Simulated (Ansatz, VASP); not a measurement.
**Two plane-wave programs on SnTe2**

INCAR

```
SYSTEM = SnTe2
PREC = Accurate
ENCUT = 600
EDIFF = 1E-6
ISMEAR = 0
SIGMA = 0.1
LREAL = .FALSE.
LASPH = .TRUE.
NELM = 60
ALGO = Normal
ISIF = 3
LWAVE = .FALSE.
LCHARG = .FALSE.
GGA = PE
IVDW = 12
IBRION = 2
NSW = 100
EDIFFG = -0.01
```

File KPOINTS:

```
regular mesh
0
G
  12 12 4
  0 0 0
```

File POSCAR:

```
SnTe2
1.0
    4.2414803805      0.0000000000      0.0000000000
   -2.1207401903      3.6732297592      0.0000000000
    0.0000000000      0.0000000000     11.7844032305
Sn Te
2 4
Direct
    0.3333333333      0.6666666667      0.1195859600
    0.6666666667      0.3333333333      0.6195859600
    0.6666666667      0.3333333333      0.9733611851
    0.0000000000      0.0000000000      0.2728424049
    0.3333333333      0.6666666667      0.4733611851
    0.0000000000      0.0000000000      0.7728424049
```

Input for Ansatz:

```yaml
crystal:
  lattice:
    - [4.2414803805, 0.0, 0.0]
    - [-2.1207401903, 3.6732297592, 0.0]
    - [0.0, 0.0, 11.7844032305]
  atoms:
    - { symbol: Sn, position: [0.3333333333, 0.6666666667, 0.11958596] }
    - { symbol: Sn, position: [0.6666666667, 0.3333333333, 0.61958596] }
    - { symbol: Te, position: [0.6666666667, 0.3333333333, 0.9733611851] }
    - { symbol: Te, position: [0.0, 0.0, 0.2728424049] }
    - { symbol: Te, position: [0.3333333333, 0.6666666667, 0.4733611851] }
    - { symbol: Te, position: [0.0, 0.0, 0.7728424049] }
basis:
  ecutwfc: 420
kpoints:
  mp_grid: { grid: [12, 12, 4] }
hamiltonian:
  xc: pbe
  dispersion: d3bj
scf:
  occupations: { method: gaussian, width: 0.1 }
output:
  forces: true
  stress: true
  eigenvalues: true
  write_density: true
  write_potential: true
  elf: true
  volumetric_format: npy
relax:
  adjacent_minimum: "off"
  f_tol: 0.01
  max_steps: 80
  cell: { stress_tol: 0.05 }
```

Alike in both runs: task relaxation of cell and atoms; functional PBE; dispersion D3(BJ); k mesh 12 × 12 × 4; occupations gaussian, width 0.1 eV; no spin polarisation.

```csv
,VASP,Ansatz
version,VASP 6.6.1,Ansatz 0.2.0
potentials or method,"VASP PAW PBE potentials, release 64 (Sn_d, Te), cutoff 600 eV","scalar-relativistic, plane waves, PAW"
valence electrons in the cell,52,92
```

```csv
,VASP,Ansatz,Ansatz less VASP
"gap on the k mesh at the Fermi level, each at its own relaxed structure (eV)",none,none,-
relaxed volume (Å³/atom),30.44,30.46,+0.022
relaxed cell length with the largest relative difference (Å),12.001,12.016,+0.0149
```

A gap of «none» marks a metal or a gap that the smearing closes. VASP's potentials hold 52 valence electrons a cell and Ansatz's 92, so a difference there can come from the potentials and not from the codes.

Spin-orbit coupling is off throughout.
